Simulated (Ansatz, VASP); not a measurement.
## Two plane-wave programs on SnSe2

The input INCAR:

```
  ALGO = Normal
  EDIFF = 1E-6
  EDIFFG = -0.002
  ENCUT = 600
  GGA = PS
  IBRION = 2
  ISIF = 3
  ISMEAR = 0
  LASPH = True
  LCHARG = False
  LREAL = False
  LWAVE = False
  NELM = 60
  NSW = 100
  PREC = Accurate
  SIGMA = 0.02
```

File KPOINTS:

```
k-points
0
Gamma
  12 12 6
```

File POSCAR:

```
SnSe2
1.0
    3.8185670367      0.0000000000      0.0000000000
   -1.9092835184      3.3069760599      0.0000000000
    0.0000000000      0.0000000000      6.1562614322
Sn Se
1 2
Direct
    0.0000000000      0.0000000000      0.0000000000
    0.3333333333      0.6666666667      0.2576611040
    0.6666666667      0.3333333333      0.7423388960
```

Input for Ansatz:

```yaml
crystal:
  lattice:
    - [3.8185670367, 0.0, 0.0]
    - [-1.9092835184, 3.3069760599, 0.0]
    - [0.0, 0.0, 6.1562614322]
  atoms:
    - { symbol: Sn, position: [0.0, 0.0, 0.0] }
    - { symbol: Se, position: [0.3333333333, 0.6666666667, 0.257661104] }
    - { symbol: Se, position: [0.6666666667, 0.3333333333, 0.742338896] }
basis:
  ecutwfc: 420
kpoints:
  mp_grid: { grid: [12, 12, 6] }
hamiltonian:
  xc: pbesol
scf:
  occupations: { method: gaussian, width: 0.02 }
output:
  forces: true
  stress: true
  eigenvalues: true
relax:
  adjacent_minimum: "off"
  f_tol: 0.002
  max_steps: 80
  cell: { stress_tol: 0.02 }
```

Alike in both runs: task relaxation of cell and atoms; functional PBEsol; k mesh 12 × 12 × 6; occupations gaussian, width 0.02 eV; no spin polarisation.

|  | VASP | Ansatz |
| --- | --- | --- |
| version | VASP 6.6.1 | Ansatz 0.2.0 |
| potentials or method | VASP PAW PBE potentials, release 64 (Sn_d, Se), cutoff 600 eV | scalar-relativistic, plane waves, PAW |
| valence electrons in the cell | 26 | 46 |

VASP gave:

| Quantity | Value |
| --- | --- |
| gap on the k mesh at the Fermi level, each at its own relaxed structure (eV) | 0.49 |
| relaxed volume (Å³/atom) | 25.95 |
| relaxed cell length with the largest relative difference (Å) | 6.160 |

What did Ansatz give for the same quantities?

gap on the k mesh at the Fermi level, each at its own relaxed structure (eV): 0.49; relaxed volume (Å³/atom): 25.90; relaxed cell length with the largest relative difference (Å): 6.156.

VASP's potentials were made for PBE, not for PBEsol. VASP's potentials hold 26 valence electrons a cell and Ansatz's 46, so a difference there can come from the potentials and not from the codes.
